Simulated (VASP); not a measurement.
# CaSe (P6_3mc) in VASP: relaxation of cell and atoms with PBEsol

Aim: the relaxation of cell and atoms of CaSe with PBEsol.

Everything below comes from runs of VASP 6.6.1. Logs are shortened: lines on timing, memory, paths and dates and some standing lists are left out, and cuts for length are marked.

## 1. The cell of the first run

The typed cell holds 4 atoms: a = 4.961 Å, b = 4.961 Å, c = 5.809 Å, α = 90.00°, β = 90.00°, γ = 120.00°.

## 2. Relaxation of cell and atoms, PBEsol

File INCAR:

```
SYSTEM = CaSe
PREC     = Accurate       ! precision mode
ENCUT    = 600            ! plane-wave cutoff, eV
EDIFF    = 1E-6           ! SCF threshold, eV
ISMEAR   = 0              ! smearing method
SIGMA    = 0.02           ! smearing width, eV
LREAL    = .False.        ! projectors in reciprocal space
LASPH    = .True.         ! aspherical terms in the spheres
NELM     = 100            ! most SCF steps
ALGO     = Normal         ! electronic algorithm
ISIF     = 3              ! what is computed and relaxed
LWAVE    = .False.        ! write WAVECAR
LCHARG   = .False.        ! write CHGCAR
GGA      = PS             ! functional
IBRION   = 2              ! ionic algorithm
NSW      = 80             ! ionic steps
EDIFFG   = -0.01          ! ionic threshold
```

File KPOINTS:

```
Automatic mesh
0
Gamma
  6 6 6
  0 0 0
```

File POSCAR:

```
CaSe
1.0
    4.9611864757      0.0000000000      0.0000000000
   -2.4805932378      4.2965135209      0.0000000000
    0.0000000000      0.0000000000      5.8088963260
Ca Se
2 2
Direct
    0.6666666667      0.3333333333      0.4375664890
    0.3333333333      0.6666666667      0.9375664890
    0.3333333333      0.6666666667      0.4374325110
    0.6666666667      0.3333333333      0.9374325110
```

Potentials or basis: VASP PAW PBE potentials, release 64 (Ca_sv, Se).

Launch:

```
cat potpaw_PBE.64/Ca_sv/POTCAR potpaw_PBE.64/Se/POTCAR > POTCAR
mpirun -np 1 vasp_std > vasp.out
```

OUTCAR:

```text
SYSTEM = CaSe
   PREC = Accurate
   ENCUT = 600
   EDIFF = 1E-6
   ISMEAR = 0
   LREAL = .False.
   LASPH = .True.
   NELM = 100
   ISIF = 3
   GGA = PS
   IBRION = 2
   NSW = 80
   EDIFFG = -0.01

 ion  position               nearest neighbor table
   1  0.667  0.333  0.438-   3 2.86   3 2.86   3 2.86   4 2.90   4 2.91
   2  0.333  0.667  0.938-   4 2.86   4 2.86   4 2.86   3 2.90   3 2.91
   3  0.333  0.667  0.437-   1 2.86   1 2.86   1 2.86   2 2.90   2 2.91
   4  0.667  0.333  0.937-   2 2.86   2 2.86   2 2.86   1 2.90   1 2.91

  LATTYP: Found a hexagonal cell.
 ALAT       =     4.9611864757
 C/A-ratio  =     1.1708683708

  Lattice vectors:

 A1 = (   4.9611864757,   0.0000000000,   0.0000000000)
 A2 = (  -2.4805932378,   4.2965135209,   0.0000000000)
 A3 = (   0.0000000000,   0.0000000000,   5.8088963260)

Analysis of symmetry for initial positions (statically):
=====================================================================
 Subroutine PRICEL returns:
 Original cell was already a primitive cell.

 Routine SETGRP: Setting up the symmetry group for a
 hexagonal supercell.

 Subroutine GETGRP returns: Found 12 space group operations
 (whereof  6 operations were pure point group operations)
 out of a pool of 24 trial point group operations.

The static configuration has the point symmetry C_3v.
 The point group associated with its full space group is C_6v.

Analysis of symmetry for dynamics (positions and initial velocities):
=====================================================================
 Subroutine PRICEL returns:
 Original cell was already a primitive cell.

 Routine SETGRP: Setting up the symmetry group for a
 hexagonal supercell.

 Subroutine GETGRP returns: Found 12 space group operations
 (whereof  6 operations were pure point group operations)
 out of a pool of 24 trial point group operations.

The dynamic configuration has the point symmetry C_3v.
 The point group associated with its full space group is C_6v.

 Subroutine INISYM returns: Found 12 space group operations
 (whereof  6 operations are pure point group operations),
 and found     1 'primitive' translations

----------------------------------------------------------------------------------------

                                     Primitive cell

  volume of cell :     123.8213

  direct lattice vectors                    reciprocal lattice vectors
     4.961186476  0.000000000  0.000000000     0.201564687  0.116373426  0.000000000
    -2.480593238  4.296513521  0.000000000     0.000000000  0.232746853  0.000000000
     0.000000000  0.000000000  5.808896326     0.000000000  0.000000000  0.172149741

  length of vectors
     4.961186476  4.961186476  5.808896326     0.232746853  0.232746853  0.172149741

  position of ions in fractional coordinates (direct lattice)
     0.666666667  0.333333333  0.437566489
     0.333333333  0.666666667  0.937566489
     0.333333333  0.666666667  0.437432511
     0.666666667  0.333333333  0.937432511

  ion indices of the primitive-cell ions
   primitive index   ion index
                 1           1
                 2           2
                 3           3
                 4           4

----------------------------------------------------------------------------------------

 KPOINTS: Automatic mesh

Automatic generation of k-mesh.
 Grid dimensions read from file:
 generate k-points for:    6    6    6

 Generating k-lattice:

  Cartesian coordinates                     Fractional coordinates (reciprocal lattice)
     0.033594115  0.019395571  0.000000000     0.166666667  0.000000000  0.000000000
     0.000000000  0.038791142  0.000000000     0.000000000  0.166666667  0.000000000
     0.000000000  0.000000000  0.028691624     0.000000000  0.000000000  0.166666667

  Length of vectors
     0.038791142  0.038791142  0.028691624

  Shift w.r.t. Gamma in fractional coordinates (k-lattice)
     0.000000000  0.000000000  0.000000000

 Subroutine IBZKPT returns following result:
 ===========================================

 Found     28 irreducible k-points:

 Following reciprocal coordinates:
            Coordinates               Weight
  0.000000  0.000000  0.000000      1.000000
  0.166667  0.000000  0.000000      6.000000
  0.333333  0.000000  0.000000      6.000000
  0.500000  0.000000  0.000000      3.000000
  0.166667  0.166667  0.000000      6.000000
  0.333333  0.166667  0.000000     12.000000
[... 16 lines left out ...]
  0.166667  0.000000  0.500000      6.000000
  0.333333  0.000000  0.500000      6.000000
 [... further k-points ...]
   k-points           NKPTS =     28   k-points in BZ     NKDIM =     28   number of bands    NBANDS=     20
   number of dos      NEDOS =    301   number of ions     NIONS =      4
   total plane-waves  NPLWV =  76800
   dimension x,y,z NGX =    40 NGY =   40 NGZ =   48
   dimension x,y,z NGXF=    80 NGYF=   80 NGZF=   96
   ions per type =               2   2
   NGX,Y,Z   is equivalent  to a cutoff of  13.40, 13.40, 13.74 a.u.
   NGXF,Y,Z  is equivalent  to a cutoff of  26.81, 26.81, 27.47 a.u.
 SYSTEM =  CaSe
   PREC   = accura    normal or accurate (medium, high low for compatibility)
   ISTART =      0    job   : 0-new  1-cont  2-samecut
   ICHARG =      2    charge: 1-file 2-atom 10-const
   ISPIN  =      1    spin polarized calculation?
   LNONCOLLINEAR =      F non collinear calculations
   LSORBIT =      F    spin-orbit coupling
   LASPH  =      T    aspherical Exc in radial PAW
   ENCUT  =  600.0 eV  44.10 Ry    6.64 a.u.   9.91  9.91 11.60*2*pi/ulx,y,z
   NELM   =    100;   NELMIN=  2; NELMDL= -5     # of ELM steps
   EDIFF  = 0.1E-05   stopping-criterion for ELM
   LREAL  =      F    real-space projection
   EDIFFG = -.1E-01   stopping-criterion for IOM
   NSW    =     80    number of steps for IOM
   IBRION =      2    ionic relax: 0-MD 1-quasi-New 2-CG
   NFREE  =      1    steps in history (QN), initial steepest desc. (CG)
   ISIF   =      3    stress and relaxation
   ISYM   =      2    0-nonsym 1-usesym 2-fastsym
   POTIM  = 0.5000    time-step for ionic-motion
   TEBEG  =    0.0;   TEEND  =   0.0 temperature during run
   PSTRESS=    0.0 pullay stress
   NELECT =      32.0000    total number of electrons
   NUPDOWN=      -1.0000    fix difference up-down
   EMIN   =  10.00;   EMAX   =-10.00  energy-range for DOS
   EFERMI =   0.00;   METHOD = LEGACY
   ISMEAR =     0;   SIGMA  =   0.02  broadening in eV -4-tet -1-fermi 0-gaus
   EFERMI_NEDOS =   21; number of points for ismear=-14 and -15
   IALGO  =     38    algorithm
   IMIX   =      4    mixing-type and parameters
     AMIX     =   0.40;   BMIX     =  1.00
     AMIX_MAG =   1.60;   BMIX_MAG =  1.00
  volume/ion in A,a.u.               =      30.96       208.90
  Fermi-wavevector in a.u.,A,eV,Ry     =   1.042781  1.970570 14.794864  1.087392
  Thomas-Fermi vector in A             =   2.177461
   LORBIT       =      0    0 simple, 1 ext, 2 COOP (PROOUT), +10 PAW based schemes
   GGA     = PS    functional components
   LHFCALC =     F    Hartree Fock is set to
   AEXX    =    0.0000 exact exchange contribution
   IVDW    =     0    specifies the selected vdW correction
   LEPSILON=     F    determine dielectric tensor
   LRPA    =     F    only Hartree local field effects (RPA)
 conjugate gradient relaxation of ions
 non-spin polarized calculation
 Gauss-broadening in eV      SIGMA  =   0.02
  energy-cutoff  :      600.00
  volume of cell :      123.82
 maximum number of plane-waves:      4160
 NGX is ok and might be reduce to    40
   NGX = 19   NGY = 19   NGZ = 23

--------------------------------------- Ionic step        1  -------------------------------------------

 number of electron      32.0000005 magnetization

 Free energy of the ion-electron system (eV)
  ---------------------------------------------------
  ext. energy  EPLUGINS =         0.00000000
  ---------------------------------------------------
  free energy    TOTEN  =       -19.53575173 eV

  energy without entropy =      -19.53575173  energy(sigma->0) =      -19.53575173

------------------------ aborting loop because EDIFF is reached ----------------------------------------

  FORCE on cell =-STRESS in cart. coord.  units (eV):
  Direction    XX          YY          ZZ          XY          YZ          ZX
  --------------------------------------------------------------------------------------
  -------------------------------------------------------------------------------------
  Total        0.1403653      0.1403653      0.1290543      0.0000000      0.0000000      0.0000000
  in kB        1.8162478      1.8162478      1.6698892      0.0000000      0.0000000      0.0000000
  external PRESSURE =       1.7674616 kB  Pullay stress =       0.0000000 kB
[... 61 lines left out ...]
  energy  without entropy=      -19.5360448601  energy(sigma->0) =      -19.53604486

--------------------------------------- Ionic step        3  -------------------------------------------

 number of electron      32.0000005 magnetization

 Free energy of the ion-electron system (eV)
  ---------------------------------------------------
  ext. energy  EPLUGINS =         0.00000000
  ---------------------------------------------------
  free energy    TOTEN  =       -19.53605006 eV

  energy without entropy =      -19.53605006  energy(sigma->0) =      -19.53605006

 E-fermi :   1.3342     XC(G=0):  -8.3035

 val. band max:        1.2290415365   @ k =   0.0000   0.0000   0.0000
 cond. band min:       3.5353788694   @ k =   0.3333   0.3333   0.0000
 fundamental gap:      2.3063373329
 Fermi energy:         1.3341949467

 k-point     1 :       0.0000    0.0000    0.0000
  band No.  band energies     occupation
      1     -38.3952      2.00000
      2     -38.3852      2.00000
      3     -19.5371      2.00000
      4     -19.5371      2.00000
      5     -19.5369      2.00000
      6     -19.5036      2.00000
[... 12 lines left out ...]
     19       4.7015      0.00000
[... 513 lines left out ...]
      4     -19.5671      2.00000
      5     -19.5234      2.00000
      6     -19.5234      2.00000
[... 12 lines left out ...]
     19       5.9247      0.00000
     20       5.9247      0.00000

 [... further k-points ...]

------------------------ aborting loop because EDIFF is reached ----------------------------------------

  FORCE on cell =-STRESS in cart. coord.  units (eV):
  Direction    XX          YY          ZZ          XY          YZ          ZX
  --------------------------------------------------------------------------------------
  -------------------------------------------------------------------------------------
  Total        0.0119354      0.0119354     -0.0180573      0.0000000      0.0000000      0.0000000
  in kB        0.1537727      0.1537727     -0.2326453      0.0000000      0.0000000      0.0000000
  external PRESSURE =       0.0249667 kB  Pullay stress =       0.0000000 kB
[... 19 lines left out ...]
  FREE ENERGIE OF THE ION-ELECTRON SYSTEM (eV)
  ---------------------------------------------------
  free  energy   TOTEN  =       -19.5360500617 eV

  energy  without entropy=      -19.5360500617  energy(sigma->0) =      -19.53605006

 reached required accuracy - stopping structural energy minimisation
```

Wall time 4.7 min (1 thread of AMD EPYC 7R13, shared host); peak memory 0.29 GiB.

What came out:

```
Free energy                           : -19.5361 eV
Relaxed volume                        : 31.09 Å³/atom
Relaxed cell                          : a = 4.969 Å, b = 4.969 Å, c = 5.817 Å, α = 90.00°, β = 90.00°, γ = 120.00°
Space group after relaxing (to 0.1 Å) : P6_3/mmc (No. 194)
Energy gained by relaxing             : 0.1 meV/atom
Ionic steps                           : 3
Pressure after relaxing               : 0.0 GPa
Band gap on the k mesh                : 2.31 eV (least direct gap 2.46 eV)
```

Step by step:
```tsv
step	energy change (eV)	largest force (eV/Å)	pressure (GPa)	volume (Å³)
1	0.0000	0.0028	0.18	123.82
2	-0.0003	0.0018	-0.03	124.43
3	-0.0003	0.0019	0.00	124.36
```

Final structure:
```
CELL_PARAMETERS angstrom
4.96853 0.00000 0.00000
-2.48426 4.30287 0.00000
0.00000 0.00000 5.81680
ATOMIC_POSITIONS crystal
Ca 0.66667 0.33333 0.43755
Ca 0.33333 0.66667 0.93755
Se 0.33333 0.66667 0.43745
Se 0.66667 0.33333 0.93745
```

Levels at points of the mesh, in eV from the valence-band top:
```
           k point  band 14  band 15  band 16  band 17  band 18  band 19
(0.00, 0.00, 0.00)    -1.13    -1.13     0.00     2.46     3.47     3.47
(0.50, 0.00, 0.00)    -1.52    -1.06    -0.54     2.93     3.17     3.63
(0.00, 0.00, 0.50)    -1.47    -1.47    -1.47     3.68     3.68     4.97
(0.50, 0.00, 0.50)    -1.29    -1.13    -1.13     3.51     3.51     4.65
```

Caveat: the PAW data sets were made with another functional, which shifts forces and pressure a little.
